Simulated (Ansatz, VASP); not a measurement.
# PbF2 in VASP and in Ansatz

```
Pb F
1.0
     0.00000    2.96985    2.96985
     2.96985    0.00000    2.96985
     2.96985    2.96985    0.00000
Pb F
1 2
Direct
  0.94532 0.01823 0.01823
  0.25000 0.25000 0.25000
  0.75000 0.75000 0.75000
```

Change from the starting cell: all Pb atoms moved +0.188 Å, as atom 1 towards its neighbour atom 2 (F) at 2.572 Å.

Alike in both runs: task single point; functional PBE; k mesh 8 × 8 × 8; occupations gaussian, width 0.05 eV; no spin polarisation.

```csv
,VASP,Ansatz
version,VASP 6.6.1,Ansatz 0.2.0
potentials or method,"VASP PAW PBE potentials, release 64 (Pb_d, F), cutoff 520 eV","scalar-relativistic, plane waves, PAW"
valence electrons in the cell,28,28
```

```csv
,VASP,Ansatz,Ansatz less VASP
gap on the k mesh at the Fermi level (eV),4.44,4.44,+0.003
least direct gap on the mesh (eV),4.60,4.61,+0.002
pressure (GPa),2.8,3.0,+0.20
"traceless stress, the component that is largest in VASP (GPa)",-0.37,-0.35,+0.017
rms of the force components (eV/Å),0.153,0.147,-0.0057
```

Atom by atom the forces differ by 0.006 eV/Å (rms over components).

Spin-orbit coupling is off throughout.
